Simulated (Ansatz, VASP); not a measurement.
# BeS: VASP beside Ansatz

```
Be S
1.0
     0.00000    2.41887    2.41887
     2.41887    0.00000    2.41887
     2.41887    2.41887    0.00000
Be S
1 1
Direct
  0.00000 0.00000 0.00000
  0.25000 0.25000 0.25000
```

Alike in both runs: functional PBEsol; k mesh 8 × 8 × 8; occupations gaussian, width 0.02 eV; no spin polarisation.

Ansatz relaxed the structure, and its values are those at the end. VASP's run is a single point on that final structure, the one shown.

|  | VASP | Ansatz |
| --- | --- | --- |
| version | VASP 6.6.1 | Ansatz 0.2.0 |
| potentials or method | VASP PAW PBE potentials, release 64 (Be, S), cutoff 600 eV | scalar-relativistic, plane waves, PAW |
| valence electrons in the cell | 8 | 8 |

Ansatz gave:

- gap on the k mesh at the Fermi level (eV): 2.91
- least direct gap on the mesh (eV): 5.58
- pressure (GPa): 0.0

Question: Which values does VASP return?

Answer: gap on the k mesh at the Fermi level (eV): 2.91; least direct gap on the mesh (eV): 5.61; pressure (GPa): 0.2.

VASP's potentials were made for PBE, not for PBEsol, and Ansatz warns of the same on its side.
